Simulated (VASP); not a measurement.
Input of a VASP 6.6.1 run:

Contents of INCAR:

```
SYSTEM = Rb2Si2S
PREC     = Accurate       ! precision mode
ENCUT    = 520            ! plane-wave cutoff, eV
EDIFF    = 1E-7           ! SCF threshold, eV
ISMEAR   = 0              ! smearing method
SIGMA    = 0.1            ! smearing width, eV
LREAL    = .False.        ! projectors in reciprocal space
LASPH    = .True.         ! aspherical terms in the spheres
NELM     = 80             ! most SCF steps
ALGO     = Normal         ! electronic algorithm
ISIF     = 2              ! what is computed and relaxed
LWAVE    = .False.        ! write WAVECAR
LCHARG   = .False.        ! write CHGCAR
GGA      = PE             ! functional
NBANDS   = 24             ! bands
```

Contents of KPOINTS:

```
regular mesh
0
Gamma
  4 4 4
  0 0 0
```

Contents of POSCAR:

```
Rb2Si2S
1.0
    5.8183343742      0.0000000000      0.0000000000
    0.0000000000      5.8183343742      0.0000000000
    0.0000000000      0.0000000000      6.3718248701
Rb Si S
2 2 1
Direct
    0.0000000000      0.0000000000      0.0000000000
    0.5000000000      0.5000000000      0.5000000000
    0.0000000000      0.5000000000      0.0000000000
    0.5000000000      0.0000000000      0.0000000000
    0.5000000000      0.5000000000      0.0000000000
```

Potentials or basis: VASP PAW PBE potentials, release 64 (Rb_sv, Si, S).

Launch:

```bash
$ cat potpaw_PBE.64/Rb_sv/POTCAR potpaw_PBE.64/Si/POTCAR potpaw_PBE.64/S/POTCAR > POTCAR
$ mpirun -np 1 vasp_std > vasp.out
```

(1) Predict the pressure.

(2) Estimate the band gap on the k mesh.

Results:

(1) 0.2 GPa.

(2) zero (bands 16 and 17 overlap by 1.13 eV).
